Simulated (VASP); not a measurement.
C, 2 atoms in the cell. It takes space group C2/m (No. 12, monoclinic). The conventional cell has a = 4.255 Å, b = 2.457 Å, c = 3.765 Å, α = 90.00°, β = 111.49°, γ = 90.00°. Within 1.9 Å of C (site symmetry m) lie 3 C at 1.42 Å. 

```yaml
Program: VASP 6.6.1
Task: relaxation of cell and atoms
Functional: LDA
Potentials_or_basis: VASP PAW LDA potentials, release 64 (C)
Cutoff: 600 eV
k_mesh: 8 × 8 × 5, shifted
Occupations: fermi-dirac, width 0.1 eV
Spin: no spin polarisation
Dipole_correction: no
Further_INCAR_settings: ALGO = Normal; EDIFF = 1e-06; IBRION = 2; EDIFFG = -0.05; NSW = 80; ISIF = 3
```

Potentials or basis: VASP PAW LDA potentials, release 64 (C).

The run is started by

```bash
$ cat potpaw_LDA.64/C/POTCAR > POTCAR
$ mpirun -np 1 vasp_std > vasp.out
```

Hardware: 1 thread of Intel(R) Xeon(R) 6975P-C (Granite Rapids), on a shared host.

Task: How long does it take, and how much memory?

Result: Wall time 44 s on 1 thread of Intel(R) Xeon(R) 6975P-C (Granite Rapids), on a shared host, peak memory 0.12 GiB. Counts: scf iterations 90, k points 92, ion steps 16.
